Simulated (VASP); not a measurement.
A run of VASP 6.6.1 is set up as follows.

File INCAR:

```
SYSTEM = GaN
PREC     = Accurate       ! precision mode
ENCUT    = 600            ! plane-wave cutoff, eV
EDIFF    = 1E-6           ! SCF threshold, eV
ISMEAR   = -1             ! smearing method
SIGMA    = 0.001          ! smearing width, eV
LREAL    = .False.        ! projectors in reciprocal space
LASPH    = .True.         ! aspherical terms in the spheres
NELM     = 120            ! most SCF steps
ALGO     = Normal         ! electronic algorithm
ISIF     = 2              ! what is computed and relaxed
LWAVE    = .False.        ! write WAVECAR
LCHARG   = .False.        ! write CHGCAR
GGA      = PS             ! functional
NBANDS   = 26             ! bands
GGA_COMPAT= .False.
```

File KPOINTS:

```
Automatic mesh
0
Gamma
  6 6 4
  0 0 0
```

POSCAR

```
GaN
1.0
    3.3000346668      0.0000000000      0.0000000000
   -1.6500173334      2.8579138548      0.0000000000
    0.0000000000      0.0000000000      4.7558752377
Ga N
2 2
Direct
    0.3333333333      0.6666666667      0.2500000000
    0.6666666667      0.3333333333      0.7500000000
    0.6666666667      0.3333333333      0.2500000000
    0.3333333333      0.6666666667      0.7500000000
```

Potentials or basis: VASP PAW PBE potentials, release 64 (Ga_d, N).

Command:

```console
$ cat potpaw_PBE.64/Ga_d/POTCAR potpaw_PBE.64/N/POTCAR > POTCAR
$ mpirun -np 1 vasp_std > vasp.out
```

(1) Predict the band gap on the k mesh.

(2) Estimate the pressure.

## Answers

(1) 1.41 eV.

(2) -0.3 GPa.

Caveat: the PAW data sets were made with another functional, which shifts forces and pressure a little.
